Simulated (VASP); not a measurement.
# AlN (P2_1) in VASP: further runs

Runs on AlN. Level: LDA. Tasks: single point.

Program: VASP 6.6.1. These are calculated values, not measurements. Logs are shortened: lines on timing, memory, paths and dates and some standing lists are left out, and cuts for length are marked.

### Step 1. The cell of the first run

It takes space group P2_1 (No. 4, monoclinic). Conventional cell: a = 3.089 Å, b = 4.944 Å, c = 3.089 Å, α = 90.00°, β = 120.00°, γ = 90.00°. Within 2.5 Å of Al (site symmetry 1) lie 4 N at 1.87 to 1.89 Å. N (site symmetry 1) has 4 Al at 1.87 to 1.89 Å within 2.5 Å.

### Step 2. Single point, LDA (mode 4 frozen in at -0.017 Å and mode 5 at -0.017 Å (largest displacements))

Input file INCAR:

```
SYSTEM = AlN
ALGO = Normal ; EDIFF = 1E-6
ENCUT = 520 ; GGA = CA
ISIF = 2 ; ISMEAR = 0
LASPH = .True. ; LCHARG = .True.
LELF = .True. ; LREAL = .False.
LVHAR = .True. ; LWAVE = .False.
NBANDS = 16 ; NELM = 60
PREC = Accurate ; SIGMA = 0.05
```

Input file KPOINTS:

```
k-points
0
Gamma
  9 9 6
  0 0 0
```

Input file POSCAR:

```
AlN
1.0
    3.0887424016      0.0000000000      0.0000000000
   -1.5443712008      2.6749293856      0.0000000000
    0.0000000000      0.0000000000      4.9437688231
Al N
2 2
Direct
    0.3245496858      0.6602365904      0.0015212672
    0.6754503142      0.3397634096      0.5015212672
    0.3411712653      0.6724044311      0.3834787328
    0.6588287347      0.3275955689      0.8834787328
```

Potentials or basis: VASP PAW LDA potentials, release 64 (Al, N).

Command:

```sh
> cat potpaw_LDA.64/Al/POTCAR potpaw_LDA.64/N/POTCAR > POTCAR
> mpirun -np 1 vasp_std > vasp.out
```

OUTCAR:

```text
SYSTEM = AlN
   EDIFF = 1E-6
   ENCUT = 520
   GGA = CA
   ISIF = 2
   ISMEAR = 0
   LASPH = .True.
   LREAL = .False.
   NELM = 60
   PREC = Accurate

 ion  position               nearest neighbor table
   1  0.325  0.660  0.002-   4 1.87   4 1.88   4 1.88   3 1.89   2 3.02   2 3.02   2 3.06   2 3.06
                             2 3.07   2 3.07
   2  0.675  0.340  0.502-   3 1.87   3 1.88   3 1.88   4 1.89   1 3.02   1 3.02   1 3.06   1 3.06
                             1 3.07   1 3.07
   3  0.341  0.672  0.383-   2 1.87   2 1.88   2 1.88   1 1.89
   4  0.659  0.328  0.883-   1 1.87   1 1.88   1 1.88   2 1.89

  LATTYP: Found a hexagonal cell.
 ALAT       =     3.0887424016
 C/A-ratio  =     1.6005766038

  Lattice vectors:

 A1 = (   3.0887424016,   0.0000000000,   0.0000000000)
 A2 = (  -1.5443712008,   2.6749293856,   0.0000000000)
 A3 = (   0.0000000000,   0.0000000000,   4.9437688231)

Analysis of symmetry for initial positions (statically):
=====================================================================
 Subroutine PRICEL returns:
 Original cell was already a primitive cell.

 Routine SETGRP: Setting up the symmetry group for a
 hexagonal supercell.

 Subroutine GETGRP returns: Found  2 space group operations
 (whereof  1 operations were pure point group operations)
 out of a pool of 24 trial point group operations.

The static configuration has the point symmetry C_1 .
 The point group associated with its full space group is C_2 .

Analysis of symmetry for dynamics (positions and initial velocities):
=====================================================================
 Subroutine PRICEL returns:
 Original cell was already a primitive cell.

 Routine SETGRP: Setting up the symmetry group for a
 hexagonal supercell.

 Subroutine GETGRP returns: Found  2 space group operations
 (whereof  1 operations were pure point group operations)
 out of a pool of 24 trial point group operations.

The dynamic configuration has the point symmetry C_1 .
 The point group associated with its full space group is C_2 .

 Subroutine INISYM returns: Found  2 space group operations
 (whereof  1 operations are pure point group operations),
 and found     1 'primitive' translations

----------------------------------------------------------------------------------------

                                     Primitive cell

  volume of cell :      40.8462

  direct lattice vectors                    reciprocal lattice vectors
     3.088742402  0.000000000  0.000000000     0.323756361  0.186920822  0.000000000
    -1.544371201  2.674929386  0.000000000     0.000000000  0.373841644  0.000000000
     0.000000000  0.000000000  4.943768823     0.000000000  0.000000000  0.202274830

  length of vectors
     3.088742402  3.088742402  4.943768823     0.373841644  0.373841644  0.202274830

  position of ions in fractional coordinates (direct lattice)
     0.324549686  0.660236590  0.001521267
     0.675450314  0.339763410  0.501521267
     0.341171265  0.672404431  0.383478733
     0.658828735  0.327595569  0.883478733

  ion indices of the primitive-cell ions
   primitive index   ion index
                 1           1
                 2           2
                 3           3
                 4           4

----------------------------------------------------------------------------------------

 KPOINTS: k-points

Automatic generation of k-mesh.
 Grid dimensions read from file:
 generate k-points for:    9    9    6

 Generating k-lattice:

  Cartesian coordinates                     Fractional coordinates (reciprocal lattice)
     0.035972929  0.020768980  0.000000000     0.111111111 -0.000000000  0.000000000
     0.000000000  0.041537960  0.000000000     0.000000000  0.111111111  0.000000000
     0.000000000  0.000000000  0.033712472     0.000000000  0.000000000  0.166666667

  Length of vectors
     0.041537960  0.041537960  0.033712472

  Shift w.r.t. Gamma in fractional coordinates (k-lattice)
     0.000000000  0.000000000  0.000000000

 Subroutine IBZKPT returns following result:
 ===========================================

 Found    164 irreducible k-points:

 Following reciprocal coordinates:
            Coordinates               Weight
  0.000000  0.000000  0.000000      1.000000
  0.111111  0.000000  0.000000      2.000000
  0.000000  0.111111  0.000000      2.000000
 -0.111111  0.111111  0.000000      2.000000
  0.222222 -0.000000  0.000000      2.000000
  0.000000  0.222222  0.000000      2.000000
[... 16 lines left out ...]
  0.333333  0.111111  0.000000      2.000000
 -0.111111  0.444444  0.000000      2.000000
 [... further k-points ...]
   k-points           NKPTS =    164   k-points in BZ     NKDIM =    164   number of bands    NBANDS=     16
   number of dos      NEDOS =    301   number of ions     NIONS =      4
   total plane-waves  NPLWV =  23040
   dimension x,y,z NGX =    24 NGY =   24 NGZ =   40
   dimension x,y,z NGXF=    48 NGYF=   48 NGZF=   80
   ions per type =               2   2
   NGX,Y,Z   is equivalent  to a cutoff of  12.92, 12.92, 13.45 a.u.
   NGXF,Y,Z  is equivalent  to a cutoff of  25.84, 25.84, 26.90 a.u.
 SYSTEM =  AlN
   PREC   = accura    normal or accurate (medium, high low for compatibility)
   ISTART =      0    job   : 0-new  1-cont  2-samecut
   ICHARG =      2    charge: 1-file 2-atom 10-const
   ISPIN  =      1    spin polarized calculation?
   LNONCOLLINEAR =      F non collinear calculations
   LSORBIT =      F    spin-orbit coupling
   LASPH  =      T    aspherical Exc in radial PAW
   ENCUT  =  520.0 eV  38.22 Ry    6.18 a.u.   5.74  5.74  9.19*2*pi/ulx,y,z
   NELM   =     60;   NELMIN=  2; NELMDL= -5     # of ELM steps
   EDIFF  = 0.1E-05   stopping-criterion for ELM
   LREAL  =      F    real-space projection
   EDIFFG = 0.1E-04   stopping-criterion for IOM
   NSW    =      0    number of steps for IOM
   IBRION =     -1    ionic relax: 0-MD 1-quasi-New 2-CG
   NFREE  =      0    steps in history (QN), initial steepest desc. (CG)
   ISIF   =      2    stress and relaxation
   ISYM   =      2    0-nonsym 1-usesym 2-fastsym
   POTIM  = 0.5000    time-step for ionic-motion
   TEBEG  =    0.0;   TEEND  =   0.0 temperature during run
   PSTRESS=    0.0 pullay stress
   NELECT =      16.0000    total number of electrons
   NUPDOWN=      -1.0000    fix difference up-down
   EMIN   =  10.00;   EMAX   =-10.00  energy-range for DOS
   EFERMI =   0.00;   METHOD = LEGACY
   ISMEAR =     0;   SIGMA  =   0.05  broadening in eV -4-tet -1-fermi 0-gaus
   EFERMI_NEDOS =   21; number of points for ismear=-14 and -15
   IALGO  =     38    algorithm
   IMIX   =      4    mixing-type and parameters
     AMIX     =   0.40;   BMIX     =  1.00
     AMIX_MAG =   1.60;   BMIX_MAG =  1.00
  volume/ion in A,a.u.               =      10.21        68.91
  Fermi-wavevector in a.u.,A,eV,Ry     =   1.197836  2.263582 19.521797  1.434812
  Thomas-Fermi vector in A             =   2.333741
   LORBIT       =      0    0 simple, 1 ext, 2 COOP (PROOUT), +10 PAW based schemes
   GGA     = CA    functional components
   LHFCALC =     F    Hartree Fock is set to
   AEXX    =    0.0000 exact exchange contribution
   IVDW    =     0    specifies the selected vdW correction
   LEPSILON=     F    determine dielectric tensor
   LRPA    =     F    only Hartree local field effects (RPA)
 non-spin polarized calculation
 Gauss-broadening in eV      SIGMA  =   0.05
  energy-cutoff  :      520.00
  volume of cell :       40.85
 maximum number of plane-waves:      1118
   NGX = 11   NGY = 11   NGZ = 19

 number of electron      15.9999999 magnetization

 Free energy of the ion-electron system (eV)
  ---------------------------------------------------
  ext. energy  EPLUGINS =         0.00000000
  ---------------------------------------------------
  free energy    TOTEN  =       -32.83629310 eV

  energy without entropy =      -32.83629310  energy(sigma->0) =      -32.83629310

 E-fermi :   6.3851     XC(G=0): -11.3431

 val. band max:        6.1176025704   @ k =   0.0000   0.0000   0.0000
 cond. band min:      10.5333728943   @ k =   0.0000   0.0000   0.0000
 fundamental gap:      4.4157703239
 Fermi energy:         6.3851123838

 k-point     1 :       0.0000    0.0000    0.0000
  band No.  band energies     occupation
      1      -9.0582      2.00000
      2      -6.7646      2.00000
      3      -0.0395      2.00000
      4       5.2142      2.00000
      5       5.2364      2.00000
      6       5.8473      2.00000
[... 8 lines left out ...]
     15      19.2498      0.00000
     16      19.3424      0.00000

 k-point     2 :       0.1111    0.0000    0.0000
  band No.  band energies     occupation
      1      -8.8942      2.00000
      2      -6.6702      2.00000
      3       0.1508      2.00000
      4       4.5032      2.00000
      5       5.0166      2.00000
      6       5.1949      2.00000
[... 8 lines left out ...]
     15      19.0282      0.00000
     16      19.2992      0.00000

 k-point     3 :       0.0000    0.1111    0.0000
  band No.  band energies     occupation
      1      -8.8938      2.00000
      2      -6.6714      2.00000
      3       0.1517      2.00000
      4       4.5075      2.00000
      5       5.0243      2.00000
      6       5.2316      2.00000
[... 8 lines left out ...]
     15      19.1295      0.00000
     16      19.2250      0.00000

 k-point     4 :      -0.1111    0.1111    0.0000
  band No.  band energies     occupation
      1      -8.8939      2.00000
      2      -6.6711      2.00000
      3       0.1515      2.00000
      4       4.5071      2.00000
      5       5.0220      2.00000
      6       5.2212      2.00000
[... 8 lines left out ...]
     15      19.0901      0.00000
     16      19.2485      0.00000
[... 324 lines left out ...]
 k-point    22 :       0.3333   -0.1111    0.0000
  band No.  band energies     occupation
      1      -8.0015      2.00000
      2      -6.2605      2.00000
      3       1.2251      2.00000
      4       2.2261      2.00000
      5       2.9441      2.00000
      6       4.3138      2.00000
[... 8 lines left out ...]
     15      18.7551      0.00000
     16      20.1058      0.00000

 k-point    23 :       0.3333    0.1111    0.0000
  band No.  band energies     occupation
      1      -7.3110      2.00000
      2      -6.1305      2.00000
      3       1.0375      2.00000
      4       2.1345      2.00000
      5       2.2764      2.00000
      6       3.7072      2.00000
[... 8 lines left out ...]
     15      18.4598      0.00000
     16      20.9075      0.00000

 k-point    24 :      -0.1111    0.4444    0.0000
  band No.  band energies     occupation
      1      -7.2951      2.00000
      2      -6.1597      2.00000
      3       1.1280      2.00000
      4       2.1459      2.00000
      5       2.2558      2.00000
      6       3.6884      2.00000
[... 8 lines left out ...]
     15      18.4154      0.00000
     16      20.9292      0.00000

 [... further k-points ...]
[... 5 lines left out ...]
  --------------------------------------------------------------------------------------
  -------------------------------------------------------------------------------------
  Total        0.1347201      0.1606360      0.1431423     -0.0207545      0.0000000      0.0000000
  in kB        5.2843394      6.3008799      5.6146998     -0.8140864      0.0000000      0.0000000
  external PRESSURE =       5.7333064 kB  Pullay stress =       0.0000000 kB

 VOLUME and BASIS-vectors are now :
 -----------------------------------------------------------------------------
  energy-cutoff  :      520.00
  volume of cell :       40.85
      direct lattice vectors                 reciprocal lattice vectors
     3.088742402  0.000000000  0.000000000     0.323756361  0.186920822  0.000000000
    -1.544371201  2.674929386  0.000000000     0.000000000  0.373841644  0.000000000
     0.000000000  0.000000000  4.943768823     0.000000000  0.000000000  0.202274830

 POSITION                                       TOTAL-FORCE (eV/Angst)
 -----------------------------------------------------------------------------------
     -0.01720      1.76609      0.00752         0.101033      0.098190      0.003550
      1.56157      0.90884      2.47941        -0.101033     -0.098190      0.003550
      0.01535      1.79863      1.89583        -0.043399     -0.044561     -0.003550
      1.52902      0.87630      4.36771         0.043399      0.044561     -0.003550
 -----------------------------------------------------------------------------------
    total drift:                               -0.000000     -0.000000     -0.000550

  FREE ENERGIE OF THE ION-ELECTRON SYSTEM (eV)
  ---------------------------------------------------
  free  energy   TOTEN  =       -32.8362931004 eV

  energy  without entropy=      -32.8362931004  energy(sigma->0) =      -32.83629310
```

Wall time 36 s (1 thread of Intel Xeon Platinum 8488C (Sapphire Rapids), shared host); peak memory 0.2 GiB.

What came out:

| Item | Value |
| --- | --- |
| Free energy | -32.8363 eV |
| Pressure | 0.6 GPa |
| Largest force | 0.141 eV/Å |
| Band gap on the k mesh | 4.42 eV, direct |

Forces in eV/Å, atoms in the order of the input:
```
Al   0.101  0.098  0.004
Al  -0.101 -0.098  0.004
N   -0.043 -0.045 -0.004
N    0.043  0.045 -0.004
```

Stress tensor (GPa, compression positive):
```
 0.53 -0.08  0.00
-0.08  0.63  0.00
 0.00  0.00  0.56
```

Caveat: the cell differs from its parent crystal (mode 4 frozen in at -0.017 Å and mode 5 at -0.017 Å (largest displacements)). A k mesh can miss the band edges.

### Step 3. Single point, LDA (mode 4 frozen in at -0.052 Å and mode 5 at -0.017 Å (largest displacements))

Input file INCAR:

```
SYSTEM = AlN
ALGO = Normal
EDIFF = 1E-7
ENCUT = 520
GGA = CA
ISIF = 2
ISMEAR = 0
LASPH = .TRUE.
LCHARG = .TRUE.
LELF = .TRUE.
LREAL = .FALSE.
LVHAR = .TRUE.
LWAVE = .FALSE.
NBANDS = 16
NELM = 100
PREC = Accurate
SIGMA = 0.05
```

Input file KPOINTS:

```
k-points
0
G
  9 9 6
  0 0 0
```

Input file POSCAR:

```
AlN
1.0
    3.0887424016      0.0000000000      0.0000000000
   -1.5443712008      2.6749293856      0.0000000000
    0.0000000000      0.0000000000      4.9437688231
Al N
2 2
Direct
    0.3134124670      0.6602365904      0.0015212672
    0.6865875330      0.3397634096      0.5015212672
    0.3511093647      0.6724044311      0.3834787328
    0.6488906353      0.3275955689      0.8834787328
```

Potentials or basis: VASP PAW LDA potentials, release 64 (Al, N).

Command:

```sh
> cat potpaw_LDA.64/Al/POTCAR potpaw_LDA.64/N/POTCAR > POTCAR
> mpirun -np 1 vasp_std > vasp.out
```

Wall time 42 s (1 thread of Intel Xeon Platinum 8488C (Sapphire Rapids), shared host); peak memory 0.2 GiB.

It converged, with:

```
Free energy            : -32.8171 eV
Pressure               : 0.5 GPa
Largest force          : 0.323 eV/Å
Band gap on the k mesh : 4.39 eV, direct
```

Forces on the atoms (eV/Å):
```
Al   0.303  0.109  0.021
Al  -0.303 -0.109  0.021
N   -0.131 -0.040 -0.021
N    0.131  0.040 -0.021
```

Stress tensor (GPa, compression positive):
```
 0.33 -0.25  0.00
-0.25  0.67  0.00
 0.00  0.00  0.59
```

Levels at points of the mesh, in eV from the valence-band top:
```csv
k point,band 5,band 6,band 7,band 8,band 9,band 10,band 11,band 12
"(0.00, 0.00, 0.00)",-0.88,-0.34,-0.16,0.00,4.39,6.71,10.59,10.86
"(0.00, 0.00, 0.50)",-0.61,-0.61,-0.56,-0.56,6.57,6.57,10.28,10.28
```

Caveat: the cell differs from its parent crystal (mode 4 frozen in at -0.052 Å and mode 5 at -0.017 Å (largest displacements)).
